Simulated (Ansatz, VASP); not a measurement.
## One calculation of TiCo3, two programs

```
Ti Co
1.0
     3.61400    0.00000    0.00000
     0.00000    3.61400    0.00000
     0.00000    0.00000    3.61400
Ti Co
1 3
Cartesian
  0.0000 0.0000 0.0000
  0.0000 1.8070 1.8070
  1.8070 0.0000 1.8070
  1.8070 1.8070 0.0000
```

Alike in both runs: task single point; functional PBEsol; k mesh 1 × 1 × 1; occupations gaussian, width 0.1 eV; collinear spin.

|  | VASP | Ansatz |
| --- | --- | --- |
| version | VASP 6.6.1 | Ansatz 0.2.0 |
| potentials or method | VASP PAW PBE potentials, release 64 (Ti_sv, Co), cutoff 520 eV | scalar-relativistic, plane waves, PAW |
| valence electrons in the cell | 39 | 63 |

Ansatz gave:

```
pressure (GPa)                                                : -14.3
net moment per atom (μB)                                      : 0.52
size of the moment on the site where the two differ most (μB) : 0.65
```

Problem. Estimate VASP's values.

Solution. Pressure (GPa): -13.9; net moment per atom (μB): 0.25; size of the moment on the site where the two differ most (μB): 0.49.

The net moments are unlike, so the other rows may belong to different states. VASP's potentials were made for PBE, not for PBEsol. Site moments also hang on the region over which each program counts them. VASP's potentials hold 39 valence electrons a cell and Ansatz's 63, so a difference there can come from the potentials and not from the codes. Ansatz's warnings: stability check not made.

The k mesh is coarse, so the values compare programs but aren't converged.
